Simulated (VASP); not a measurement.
# Na3HfO (P6/mmm) in VASP: notebook, part 3 of 3

VASP 6.6.1.

### 6 Relaxation of cell and atoms, PBE

This run uses another cell than the first one, of 29.74 Å³/atom.

Input file INCAR:

```
SYSTEM = Na3HfO
PREC = Accurate
ENCUT = 600
EDIFF = 1E-6
ISMEAR = 0
SIGMA = 0.1
LREAL = .False.
LASPH = .True.
NELM = 100
ALGO = Normal
ISIF = 3
LWAVE = .False.
LCHARG = .False.
GGA = PE
IBRION = 2
NSW = 100
EDIFFG = -0.01
```

Input file KPOINTS:

```
regular mesh
0
Gamma
  6 6 10
  0 0 0
```

Input file POSCAR:

```
Na3HfO
1.0
    6.6144114905      0.0000000000      0.0000000000
   -3.3072057452      5.7282483818      0.0000000000
    0.0000000000      0.0000000000      3.9242941538
Na Hf O
3 1 1
Direct
    0.5000000000      0.0000000000      0.5000000000
    0.0000000000      0.5000000000      0.5000000000
    0.5000000000      0.5000000000      0.5000000000
    0.0000000000      0.0000000000      0.0000000000
    0.0000000000      0.0000000000      0.5000000000
```

Potentials or basis: VASP PAW PBE potentials, release 64 (Na_pv, Hf_pv, O).

Command:

```bash
$ cat potpaw_PBE.64/Na_pv/POTCAR potpaw_PBE.64/Hf_pv/POTCAR potpaw_PBE.64/O/POTCAR > POTCAR
$ mpirun -np 1 vasp_std > vasp.out
```

OUTCAR:

```text
SYSTEM = Na3HfO
   PREC = Accurate
   ENCUT = 600
   EDIFF = 1E-6
   ISMEAR = 0
   LREAL = .False.
   LASPH = .True.
   NELM = 100
   ISIF = 3
   GGA = PE
   IBRION = 2
   NSW = 100
   EDIFFG = -0.01

 ion  position               nearest neighbor table
   1  0.500  0.000  0.500-
   2  0.000  0.500  0.500-
   3  0.500  0.500  0.500-
   4  0.000  0.000  0.000-   5 1.96   5 1.96
   5  0.000  0.000  0.500-   4 1.96   4 1.96

  LATTYP: Found a hexagonal cell.
 ALAT       =     6.6144114905
 C/A-ratio  =     0.5932945296

  Lattice vectors:

 A1 = (   6.6144114905,   0.0000000000,   0.0000000000)
 A2 = (  -3.3072057452,   5.7282483818,   0.0000000000)
 A3 = (   0.0000000000,   0.0000000000,   3.9242941538)

Analysis of symmetry for initial positions (statically):
[... 342 lines left out ...]
  ---------------------------------------------------
  free energy    TOTEN  =       -21.41780534 eV

  energy without entropy =      -21.39969948  energy(sigma->0) =      -21.40875241

 E-fermi :   1.1458     XC(G=0):  -7.3893

 val. band max:        1.1450036220   @ k =   0.3333  -0.0000   0.0000
 cond. band min:       1.1600762208   @ k =   0.1667   0.1667   0.1000
 fundamental gap:      0.0150725987
 Fermi energy:         1.1457850009

 k-point     1 :       0.0000    0.0000    0.0000
  band No.  band energies     occupation
      1     -31.0317      2.00000
      2     -31.0183      2.00000
      3     -31.0183      2.00000
      4     -23.9319      2.00000
      5     -23.8886      2.00000
      6     -23.8886      2.00000
[... 589 lines left out ...]
     21       2.6617      0.00000
     22       2.8046      0.00000

 [... further k-points ...]

------------------------ aborting loop because EDIFF is reached ----------------------------------------

  FORCE on cell =-STRESS in cart. coord.  units (eV):
  Direction    XX          YY          ZZ          XY          YZ          ZX
  --------------------------------------------------------------------------------------
  -------------------------------------------------------------------------------------
  Total        0.0020644      0.0020644     -0.0267079      0.0000000     -0.0000000      0.0000000
  in kB        0.0219397      0.0219397     -0.2838459      0.0000000     -0.0000000      0.0000000
  external PRESSURE =      -0.0799888 kB  Pullay stress =       0.0000000 kB
[... 20 lines left out ...]
  FREE ENERGIE OF THE ION-ELECTRON SYSTEM (eV)
  ---------------------------------------------------
  free  energy   TOTEN  =       -21.4178053422 eV

  energy  without entropy=      -21.3996994769  energy(sigma->0) =      -21.40875241

 reached required accuracy - stopping structural energy minimisation
```

OSZICAR:

```text
N       E                     dE             d eps       ncg     rms          rms(c)
DAV:   1     0.340525214874E+03    0.34053E+03   -0.20464E+04  1848   0.180E+03
DAV:   2     0.169874215136E+02   -0.32354E+03   -0.31821E+03  2004   0.460E+02
DAV:   3    -0.237387114525E+02   -0.40726E+02   -0.40366E+02  2624   0.150E+02
DAV:   4    -0.251840212707E+02   -0.14453E+01   -0.14393E+01  2234   0.238E+01
[... 40 lines left out ...]
DAV:   4    -0.214180961830E+02    0.10294E-02   -0.51510E-03  2226   0.437E-01    0.200E-01
DAV:   5    -0.214178500032E+02    0.24618E-03   -0.89379E-04  2268   0.150E-01    0.139E-01
DAV:   6    -0.214178282713E+02    0.21732E-04   -0.97882E-05  2580   0.467E-02    0.822E-02
DAV:   7    -0.214178056160E+02    0.22655E-04   -0.55046E-05  2362   0.591E-02    0.123E-02
DAV:   8    -0.214178053422E+02    0.27375E-06   -0.67491E-06  2100   0.135E-02
   5 F= -.21417805E+02 E0= -.21408752E+02  d E =-.851770E-03
```

CONTCAR:

```text
Na3HfO
   1.00000000000000
     6.6662025278503609    0.0000000000004530    0.0000000000000000
    -3.3331012638743966    5.7731007358322026   -0.0000000000000000
    -0.0000000000000000   -0.0000000000000000    3.9172423516578370
  Na              Hf              O
     3     1     1
Direct
     0.5000000000000000    0.0000000000000000    0.5000000000000000
     0.0000000000000000    0.5000000000000000    0.5000000000000000
     0.5000000000000000    0.5000000000000000    0.5000000000000000
     0.0000000000000000    0.0000000000000000    0.0000000000000000
     0.0000000000000000    0.0000000000000000    0.5000000000000000

  0.00000000E+00  0.00000000E+00  0.00000000E+00
  0.00000000E+00  0.00000000E+00  0.00000000E+00
  0.00000000E+00  0.00000000E+00  0.00000000E+00
  0.00000000E+00  0.00000000E+00  0.00000000E+00
  0.00000000E+00  0.00000000E+00  0.00000000E+00
```

Wall time 5.5 min (1 thread of Intel Xeon 6975P-C (Granite Rapids), shared host); peak memory 0.41 GiB.

Results:

```
Free energy                           : -21.4178 eV
Relaxed volume                        : 30.15 Å³/atom
Relaxed cell                          : a = 6.666 Å, b = 6.666 Å, c = 3.917 Å, α = 90.00°, β = 90.00°, γ = 120.00°
Space group after relaxing (to 0.1 Å) : P6/mmm (No. 191)
Energy gained by relaxing             : 0.3 meV/atom
Ionic steps                           : 5
Pressure after relaxing               : 0.0 GPa
Band gap on the k mesh                : zero (an odd number of electrons rules out a gap without spin polarisation)
```

The path:
```tsv
step	energy change (eV)	largest force (eV/Å)	pressure (GPa)	volume (Å³)
1	0.0000	0.0000	-0.02	148.69
2	-0.0004	0.0000	0.24	148.62
3	-0.0006	0.0000	0.15	148.65
4	-0.0010	0.0000	0.11	149.17
5	-0.0014	0.0000	-0.01	150.75
```

Final structure:
```yaml
crystal:
  lattice:
    - [6.66620, 0.00000, 0.00000]
    - [-3.33310, 5.77310, 0.00000]
    - [0.00000, 0.00000, 3.91724]
  atoms:
    - { symbol: Na, position: [0.50000, 0.00000, 0.50000] }
    - { symbol: Na, position: [0.00000, 0.50000, 0.50000] }
    - { symbol: Na, position: [0.50000, 0.50000, 0.50000] }
    - { symbol: Hf, position: [0.00000, 0.00000, 0.00000] }
    - { symbol: O, position: [0.00000, 0.00000, 0.50000] }
```

Caveat: spin-orbit coupling is left out, which moves the levels of the heavy elements; an odd number of electrons without spin polarisation forces a metal; a magnetic or distorted state may lie lower.

### 7 The runs side by side

```csv
task,cell,k mesh,cutoff (eV),gap on the mesh (eV),pressure (GPa),relaxed volume (Å³/atom)
single point,"a = 5.346, b = 5.346, c = 3.634 Å, angles 90.0, 90.0, 120.0°, 5 atoms",6 × 6 × 6,520,none,26.3,-
single point,"a = 6.663, b = 6.663, c = 3.928 Å, angles 90.0, 90.0, 120.0°, 5 atoms",6 × 6 × 10,520,none,-0.2,-
single point,"a = 6.614, b = 6.614, c = 3.924 Å, angles 90.0, 90.0, 120.0°, 5 atoms",6 × 6 × 6,520,none,0.0,-
relaxation of cell and atoms,"relaxed from a = 5.346, b = 5.346, c = 3.634 Å, angles 90.0, 90.0, 120.0°, 5 atoms",6 × 6 × 6,600,none,0.0,28.92
relaxation of cell and atoms,"relaxed from a = 6.614, b = 6.614, c = 3.924 Å, angles 90.0, 90.0, 120.0°, 5 atoms",6 × 6 × 10,600,none,0.0,30.15
```

Alike in all rows: level PBE; potentials or basis VASP PAW PBE potentials, release 64 (Na_pv, Hf_pv, O); no spin polarisation; smearing gaussian 0.1 eV.

Caveats: spin-orbit coupling is left out, which moves the levels of the heavy elements; an odd number of electrons without spin polarisation forces a metal; a magnetic or distorted state may lie lower; the cell stands under pressure (at least some runs); the volume moved by over 15 % at a fixed basis, so the end points are rough (at least some runs).

Absolute energies hang on the potentials; compare differences alone.
